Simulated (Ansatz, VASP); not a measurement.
One calculation of Ge, two programs

Contents of POSCAR:

```
Ge
1.0
    0.0000000000      2.8273520000      2.8273520000
    2.8273520000      0.0000000000      2.8273520000
    2.8273520000      2.8273520000      0.0000000000
Ge
2
Direct
    0.0000000000      0.0000000000      0.0000000000
    0.2500000000      0.2500000000      0.2500000000
```

File INCAR.step1:

```
SYSTEM = Ge
PREC = Accurate
ENCUT = 600
ISMEAR = -5
SIGMA = 0.1
LREAL = .FALSE.
LASPH = .TRUE.
NELM = 100
GGA = PE
ALGO = Normal
EDIFF = 1E-4
LWAVE = .TRUE.
LCHARG = .FALSE.
```

The input INCAR.step2:

```
SYSTEM = Ge
PREC = Accurate
ENCUT = 600
EDIFF = 1E-6
ISMEAR = -5
SIGMA = 0.1
LREAL = .FALSE.
LASPH = .TRUE.
NELM = 100
ALGO = Normal
ISIF = 3
LWAVE = .FALSE.
LCHARG = .FALSE.
METAGGA = R2SCAN
LMIXTAU = .TRUE.
IBRION = 2
NSW = 60
EDIFFG = -0.01
ISTART = 1
```

File KPOINTS:

```
regular mesh
0
G
  6 6 6
  0 0 0
```

Input for Ansatz:

```yaml
crystal:
  lattice:
    - [0.0, 2.827352, 2.827352]
    - [2.827352, 0.0, 2.827352]
    - [2.827352, 2.827352, 0.0]
  atoms:
    - { symbol: Ge, position: [0.0, 0.0, 0.0] }
    - { symbol: Ge, position: [0.25, 0.25, 0.25] }
  symmetry: { tolerance: 0.0003 }
kpoints:
  mp_grid: { grid: [6, 6, 6], shift: [0, 0, 0] }
magnetization:
  spin_polarized: false
scf:
  occupations: { method: tetrahedron }
hamiltonian:
  pseudopotentials: { kind: paw }
  xc: r2scan
basis:
  ecutwfc: 500
output:
  forces: true
  stress: true
  eigenvalues: true
  write_density: true
  write_potential: true
  elf: true
  volumetric_format: npy
relax:
  max_steps: 40
  cell: {}
```

Alike in both runs: task relaxation of cell and atoms; functional r2SCAN; k mesh 6 × 6 × 6; occupations tetrahedron; no spin polarisation.

|  | VASP | Ansatz |
| --- | --- | --- |
| version | VASP 6.6.1 | Ansatz 0.2.0 |
| potentials or method | VASP PAW PBE potentials, release 64 (Ge_d), cutoff 600 eV | PAW plane waves |
| valence electrons in the cell | 28 | 28 |

|  | VASP | Ansatz | Ansatz less VASP |
| --- | --- | --- | --- |
| gap on the k mesh at the Fermi level, each at its own relaxed structure (eV) | 0.33 | 0.37 | +0.049 |
| relaxed volume (Å³/atom) | 22.83 | 22.81 | -0.024 |
| relaxed cell length with the largest relative difference (Å) | 4.012 | 4.010 | -0.0014 |

VASP's potentials were made for PBE, not for r2SCAN. Ansatz's warnings: band table not solved further, forces under tetrahedra, tetrahedron derivatives may miss energy slope.
